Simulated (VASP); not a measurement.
# TaAl7O12 (P1) in VASP: a series of runs

TaAl7O12 is run at these levels: PBEsol; tasks: single point.

Program: VASP 6.6.1. These are calculated values, not measurements. Logs are shortened: lines on timing, memory, paths and dates and some standing lists are left out, and cuts for length are marked.

### 1 The cell of the first run

The typed cell holds 20 atoms: a = 10.253 Å, b = 5.127 Å, c = 5.127 Å, α = 55.25°, β = 55.25°, γ = 55.25°.

### 2 Single point, PBEsol

Input file INCAR:

```
PREC = Accurate ; ENCUT = 600
EDIFF = 1E-6 ; ISMEAR = 0
SIGMA = 0.05 ; LREAL = F
LASPH = T ; NELM = 120
ALGO = Normal ; ISIF = 2
LWAVE = F ; LCHARG = T
GGA = PS ; LELF = T
LVHAR = T ; NBANDS = 68
GGA_COMPAT = F
```

Input file KPOINTS:

```
Automatic mesh
0
Gamma
  2 4 4
```

Input file POSCAR:

```
TaAl7O12
1.0
    4.7540000000      2.7447232000      8.6600000000
   -2.3770000000      1.3723616000      4.3300000000
    0.0000000000     -2.7447232000      4.3300000000
Ta Al O
1 7 12
Direct
    0.4297069278      0.8607608464      0.8510636011
    0.9262970698      0.8553628297      0.8531113838
    0.3186514499      0.6636771868      0.6420124373
    0.8314533258      0.6385153670      0.6523284576
    0.0659123914      0.1606922488      0.1538680552
    0.5793686751      0.1356494650      0.1475309197
    0.1701935759      0.3633597999      0.3483250708
    0.6805829854      0.3408875211      0.3536942720
    0.0281536756      0.4463196356      0.7494156133
    0.5305432646      0.4185909253      0.7595184413
    0.3739543581      0.0643839583      0.4091279251
    0.8756619849      0.0572234728      0.4496937476
    0.2088241245      0.7628298722      0.0609148779
    0.7238530205      0.7412458315      0.0575221514
    0.4776173932      0.5023460269      0.2995227909
    0.9674233312      0.5620037857      0.2525194561
    0.1218884064      0.9542673961      0.5516162124
    0.6524060918      0.9260647095      0.5251420130
    0.2567807189      0.2942560216      0.9453014429
    0.7807272292      0.2515630997      0.9377711307
```

Potentials or basis: VASP PAW PBE potentials, release 64 (Ta_pv, Al, O).

Run with:

```
> cat potpaw_PBE.64/Ta_pv/POTCAR potpaw_PBE.64/Al/POTCAR potpaw_PBE.64/O/POTCAR > POTCAR
> mpirun -np 1 vasp_std > vasp.out
```

OUTCAR:

```text
PREC = Accurate
   ENCUT = 600
   EDIFF = 1E-6
   ISMEAR = 0
   LREAL = F
   LASPH = T
   NELM = 120
   ISIF = 2
   GGA = PS

 ion  position               nearest neighbor table
   1  0.430  0.861  0.851-  18 2.00  19 2.02  15 2.08  10 2.10  13 2.11  11 2.16   3 2.72   6 2.78
                             6 2.86   5 2.88   3 3.18   3 3.23   4 3.24   8 3.43
   2  0.926  0.855  0.853-  20 1.83  16 1.84  17 1.84  12 1.95   9 1.98  14 1.99   4 2.63   6 2.74
                             5 2.75   5 2.77   3 3.17   4 3.18   4 3.24
   3  0.319  0.664  0.642-  15 1.81  19 1.82  17 1.83  11 1.93  13 1.99  10 2.04   1 2.72   7 2.77
                             7 2.80   8 2.87   2 3.17   1 3.18   1 3.23
   4  0.831  0.639  0.652-  18 1.78  16 1.83  20 1.83   9 1.90  14 1.94  12 1.98   2 2.63   7 2.69
                             8 2.78   8 2.79   2 3.18   2 3.24   1 3.24
   5  0.066  0.161  0.154-  12 1.81   9 1.84  13 1.85  16 1.93  19 1.94  17 1.95   7 2.62   2 2.75
                             2 2.77   1 2.88   8 3.13   7 3.23   7 3.26
   6  0.579  0.136  0.148-  10 1.82  14 1.83  11 1.86  15 1.93  18 1.96  20 1.98   8 2.66   2 2.74
                             1 2.78   1 2.86   8 3.21   8 3.21   7 3.30
   7  0.170  0.363  0.348-  13 1.83  11 1.83   9 1.85  19 1.89  16 1.94  17 1.96   5 2.62   4 2.69
                             3 2.77   3 2.80   5 3.23   5 3.26   6 3.30
   8  0.681  0.341  0.354-  12 1.83  14 1.85  10 1.86  15 1.88  18 1.91  20 1.97   6 2.66   4 2.78
                             4 2.79   3 2.87   5 3.13   6 3.21   6 3.21   1 3.43
   9  0.028  0.446  0.749-   5 1.84   7 1.85   4 1.90   2 1.98
  10  0.531  0.419  0.760-   6 1.82   8 1.86   3 2.04   1 2.10
  11  0.374  0.064  0.409-   7 1.83   6 1.86   3 1.93   1 2.16
  12  0.876  0.057  0.450-   5 1.81   8 1.83   2 1.95   4 1.98
  13  0.209  0.763  0.061-   7 1.83   5 1.85   3 1.99   1 2.11
  14  0.724  0.741  0.058-   6 1.83   8 1.85   4 1.94   2 1.99
  15  0.478  0.502  0.300-   3 1.81   8 1.88   6 1.93   1 2.08
  16  0.967  0.562  0.253-   4 1.83   2 1.84   5 1.93   7 1.94
  17  0.122  0.954  0.552-   3 1.83   2 1.84   5 1.95   7 1.96
  18  0.652  0.926  0.525-   4 1.78   8 1.91   6 1.96   1 2.00
  19  0.257  0.294  0.945-   3 1.82   7 1.89   5 1.94   1 2.02
  20  0.781  0.252  0.938-   4 1.83   2 1.83   8 1.97   6 1.98

  LATTYP: Found a base centered monoclinic cell.
 ALAT       =     9.0845531184
 B/A-ratio  =     0.5233058759
 C/A-ratio  =     0.9063923615
 COS(beta)  =    -0.3021307872

  Lattice vectors:

 A1 = (  -2.3770000000,   1.3723616000,   4.3300000000)
 A2 = (   0.0000000000,  -2.7447232000,   4.3300000000)
 A3 = (   7.1310000000,   4.1170848000,   0.0000000000)

Analysis of symmetry for initial positions (statically):
=====================================================================
 Subroutine PRICEL returns:
 Original cell was already a primitive cell.

 Routine SETGRP: Setting up the symmetry group for a
 base centered monoclinic supercell.

[... 181 lines left out ...]
   EMIN   =  10.00;   EMAX   =-10.00  energy-range for DOS
   EFERMI =   0.00;   METHOD = LEGACY
   ISMEAR =     0;   SIGMA  =   0.05  broadening in eV -4-tet -1-fermi 0-gaus
   EFERMI_NEDOS =   21; number of points for ismear=-14 and -15
   IALGO  =     38    algorithm
   IMIX   =      4    mixing-type and parameters
     AMIX     =   0.40;   BMIX     =  1.00
     AMIX_MAG =   1.60;   BMIX_MAG =  1.00
  volume/ion in A,a.u.               =       8.47        57.19
  Fermi-wavevector in a.u.,A,eV,Ry     =   1.391117  2.628830 26.330082  1.935206
  Thomas-Fermi vector in A             =   2.514987
   LORBIT       =      0    0 simple, 1 ext, 2 COOP (PROOUT), +10 PAW based schemes
   GGA     = PS    functional components
   LHFCALC =     F    Hartree Fock is set to
   AEXX    =    0.0000 exact exchange contribution
   IVDW    =     0    specifies the selected vdW correction
   LEPSILON=     F    determine dielectric tensor
   LRPA    =     F    only Hartree local field effects (RPA)
 non-spin polarized calculation
 Gauss-broadening in eV      SIGMA  =   0.05
  energy-cutoff  :      600.00
  volume of cell :      169.50
 maximum number of plane-waves:      5676
 NGX is ok and might be reduce to    84
   NGX = 41   NGY = 21   NGZ = 21

 number of electron     104.0000001 magnetization

 Free energy of the ion-electron system (eV)
  ---------------------------------------------------
  ext. energy  EPLUGINS =         0.00000000
  ---------------------------------------------------
  free energy    TOTEN  =      -159.56982672 eV

  energy without entropy =     -159.55948448  energy(sigma->0) =     -159.56465560

 E-fermi :  11.3797     XC(G=0): -12.2504

 val. band max:       11.3494499860   @ k =   0.0000  -0.2500   0.5000
 cond. band min:      11.3864706349   @ k =   0.5000   0.2500   0.2500
 fundamental gap:      0.0370206489
 Fermi energy:        11.3797059396

 k-point     1 :       0.0000    0.0000    0.0000
  band No.  band energies     occupation
      1     -25.2618      2.00000
      2     -25.2295      2.00000
      3     -24.9160      2.00000
      4     -13.3676      2.00000
      5     -12.1562      2.00000
      6     -12.0532      2.00000
[... 1329 lines left out ...]
     63      17.2346      0.00000
     64      17.4143      0.00000
 [bands above 64 left out]

------------------------ aborting loop because EDIFF is reached ----------------------------------------

  FORCE on cell =-STRESS in cart. coord.  units (eV):
  Direction    XX          YY          ZZ          XY          YZ          ZX
  --------------------------------------------------------------------------------------
  -------------------------------------------------------------------------------------
  Total       20.4370295     17.9320829     13.6241501      1.1166139      0.5396136      2.0972230
  in kB      193.1796936    169.5018486    128.7813940     10.5547205      5.1006625     19.8238638
  external PRESSURE =     163.8209787 kB  Pullay stress =       0.0000000 kB

 VOLUME and BASIS-vectors are now :
 -----------------------------------------------------------------------------
  energy-cutoff  :      600.00
  volume of cell :      169.50
      direct lattice vectors                 reciprocal lattice vectors
     4.754000000  2.744723200  8.660000000     0.105174590  0.060722577  0.038491147
    -2.377000000  1.372361600  4.330000000    -0.210349180  0.121445155  0.076982294
     0.000000000 -2.744723200  4.330000000     0.000000000 -0.242890309  0.076982294

 POSITION                                       TOTAL-FORCE (eV/Angst)
 -----------------------------------------------------------------------------------
     -0.00320      0.02477     11.13346         0.235926     -0.558892     -0.039065
      2.37042      1.37474     15.41943        -0.007330     -0.021623     -0.006841
     -0.06269      0.02327      8.41316         0.043665     -0.149270      0.020992
      2.43498      1.36792     12.78974        -0.000882     -0.053308     -0.001025
     -0.06862     -0.02089      1.93285         0.079323      0.074138      0.011088
      2.43188      1.37144      6.24350         0.081379      0.052088     -0.084849
[... 12 lines left out ...]
      0.52129     -1.48597      7.59100         0.103027      0.034834     -0.044319
      3.11361     -0.08581     11.91092         0.016440     -0.005982      0.000099
 -----------------------------------------------------------------------------------
    total drift:                               -0.000038      0.000100     -0.000330

  FREE ENERGIE OF THE ION-ELECTRON SYSTEM (eV)
  ---------------------------------------------------
  free  energy   TOTEN  =      -159.5698267181 eV

  energy  without entropy=     -159.5594844810  energy(sigma->0) =     -159.56465560
```

stdout:

```text
POSCAR found type information on POSCAR TaAlO
 POSCAR found :  3 types and      20 ions
 scaLAPACK will be used
 -----------------------------------------------------------------------------
|                                                                             |
|                                                                             |
|     You have a (more or less) 'large supercell' and for larger cells it     |
[... 33 lines left out ...]
 -----------------------------------------------------------------------------

 POSCAR, INCAR and KPOINTS ok, starting setup
 FFT: planning ... GRIDC
 FFT: planning ... GRID_SOFT
 FFT: planning ... GRID
 WAVECAR not read
 entering main loop
```

Wall time 13 min (1 thread of Intel Xeon 8259CL, shared host); peak memory 0.51 GiB.

What came out:

| Quantity | Value |
| --- | --- |
| Free energy | -159.5698 eV |
| Pressure | 16.4 GPa |
| Largest force | 0.643 eV/Å |
| Band gap on the k mesh | zero (bands 52 and 53 overlap by 0.20 eV) |

Forces on the atoms (eV/Å):
```
Ta   0.236 -0.559 -0.039
Al  -0.007 -0.022 -0.007
Al   0.044 -0.149  0.021
Al  -0.001 -0.053 -0.001
Al   0.079  0.074  0.011
Al   0.081  0.052 -0.085
Al  -0.113 -0.016 -0.009
Al   0.099  0.082  0.111
O    0.023  0.040  0.008
O   -0.113  0.232 -0.028
O    0.137 -0.247  0.268
O    0.022 -0.030 -0.012
O   -0.104  0.104  0.038
O    0.062 -0.014  0.036
O   -0.269  0.549 -0.200
O    0.012  0.005  0.004
O    0.031 -0.006  0.039
O   -0.337 -0.071 -0.110
O    0.103  0.035 -0.044
O    0.016 -0.006  0.000
```

Stress tensor (GPa, compression positive):
```
19.32  1.06  1.98
 1.06 16.95  0.51
 1.98  0.51 12.88
```

Levels at points of the mesh, in eV from the Fermi level:
```
           k point  band 50  band 51  band 52  band 53  band 54  band 55
(0.00, 0.00, 0.00)    -5.47    -5.36     0.03     0.15     0.33     1.02
(0.50, 0.00, 0.00)    -5.61    -5.51     0.11     0.17     0.35     1.93
(0.00, 0.50, 0.00)    -5.71    -5.46    -0.30     0.06     0.20     3.37
(0.00, 0.00, 0.50)    -5.72    -5.63    -0.24    -0.06     0.25     3.29
(0.50, 0.50, 0.00)    -5.82    -5.56    -0.26     0.02     0.15     3.25
(0.50, 0.00, 0.50)    -5.75    -5.53    -0.24    -0.09     0.20     3.17
(0.00, 0.50, 0.50)    -5.74    -5.61    -0.04     0.20     0.46     3.15
(0.50, 0.50, 0.50)    -5.74    -5.55     0.07     0.24     0.49     3.29
```

Caveat: the k points lie up to 0.40 Å⁻¹ apart; the PAW data sets were made with another functional, which shifts forces and pressure a little; spin-orbit coupling is left out, which moves the levels of the heavy elements.

### 3 Single point, PBEsol, collinear spin, zero start

Input file INCAR:

```
PREC     = Accurate       # precision mode
ENCUT    = 600            # plane-wave cutoff, eV
EDIFF    = 1E-6           # SCF threshold, eV
ISMEAR   = 0              # smearing method
SIGMA    = 0.05           # smearing width, eV
LREAL    = False          # projectors in reciprocal space
LASPH    = True           # aspherical terms in the spheres
NELM     = 200            # most SCF steps
ALGO     = Normal         # electronic algorithm
ISIF     = 2              # what is computed and relaxed
LWAVE    = False          # write WAVECAR
LCHARG   = False          # write CHGCAR
ISPIN    = 2              # spin polarisation
MAGMOM   = 0 0 0 0 0 0 0 0 0 0 0 0 0 0 0 0 0 0 0 0 # initial moments
LORBIT   = 11             # projections on sites
NUPDOWN  = 0.0            # fixed moment
LMAXMIX  = 4              # l up to which the mixer works
GGA      = PS             # functional
NBANDS   = 72             # bands
GGA_COMPAT= False
```

KPOINTS is that of step 2.

POSCAR is that of step 2.

Potentials or basis: VASP PAW PBE potentials, release 64 (Ta_pv, Al, O).

Run with:

```
> cat potpaw_PBE.64/Ta_pv/POTCAR potpaw_PBE.64/Al/POTCAR potpaw_PBE.64/O/POTCAR > POTCAR
> mpirun -np 1 vasp_std > vasp.out
```

It took 32 min on 1 thread of Intel Xeon 8259CL, shared host; peak memory 0.75 GiB.

Results (log left out):

* Free energy: -159.5698 eV
* Pressure: 16.4 GPa
* Largest force: 0.643 eV/Å
* Net moment: 0.00 μB per cell
* Valence electrons inside the program's atomic spheres: Ta 9.07; Al 0.73, 0.74, 0.77, 0.75, 0.76 (each value once); O 5.19, 5.16, 5.20, 5.17, 5.18, 5.21 (each value once)

Forces on the atoms (eV/Å):
```
Ta   0.236 -0.559 -0.039
Al  -0.007 -0.022 -0.007
Al   0.044 -0.149  0.021
Al  -0.001 -0.053 -0.001
Al   0.079  0.074  0.011
Al   0.081  0.052 -0.085
Al  -0.113 -0.016 -0.009
Al   0.099  0.082  0.111
O    0.023  0.040  0.008
O   -0.113  0.232 -0.028
O    0.137 -0.247  0.267
O    0.022 -0.030 -0.012
O   -0.104  0.104  0.037
O    0.062 -0.013  0.036
O   -0.268  0.549 -0.200
O    0.012  0.005  0.004
O    0.030 -0.006  0.039
O   -0.337 -0.070 -0.109
O    0.103  0.034 -0.044
O    0.016 -0.006  0.000
```

Stress tensor (GPa, compression positive):
```
19.31  1.06  1.98
 1.06 16.94  0.51
 1.98  0.51 12.87
```

Caveat: the k points lie up to 0.40 Å⁻¹ apart; the PAW data sets were made with another functional, which shifts forces and pressure a little; spin-orbit coupling is left out, which moves the levels of the heavy elements; the total moment is fixed, so each spin has its own Fermi level.
